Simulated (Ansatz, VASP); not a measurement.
**Two plane-wave programs on AlGa2P3**

```
Al Ga P
1.0
     3.78255    0.00000    0.00000
    -1.89128    3.27579    0.00000
     0.00000    0.00000    9.26572
Al Ga P
1 2 3
Direct
  0.00000 0.00000 0.99970
  0.66667 0.33333 0.66630
  0.33333 0.66667 0.33386
  0.66667 0.33333 0.91662
  0.33333 0.66667 0.58328
  0.00000 0.00000 0.25024
```

Alike in both runs: task single point; functional r2SCAN; k mesh 6 × 6 × 2; no spin polarisation.

|  | VASP | Ansatz |
| --- | --- | --- |
| version | VASP 6.6.1 | Ansatz 0.2.0 |
| potentials or method | VASP PAW PBE potentials, release 64 (Al, Ga_d, P) | plane waves, PAW |
| plane-wave cutoff (eV) | 550 | 500 |
| occupations | gaussian, width 0.01 eV | fixed |
| valence electrons in the cell | 44 | 44 |

VASP gave:

- gap on the k mesh at the Fermi level (eV): 1.74
- pressure (GPa): 6.2
- traceless stress, the component that is largest in VASP (GPa): -0.14
- rms of the force components (eV/Å): 0.007

Problem. Which values does Ansatz return?

Solution. gap on the k mesh at the Fermi level (eV): 1.74; pressure (GPa): 6.3; traceless stress, the component that is largest in VASP (GPa): -0.14; rms of the force components (eV/Å): 0.009.

VASP's potentials were made for PBE, not for r2SCAN. Atom by atom the forces differ by 0.008 eV/Å (rms over components).
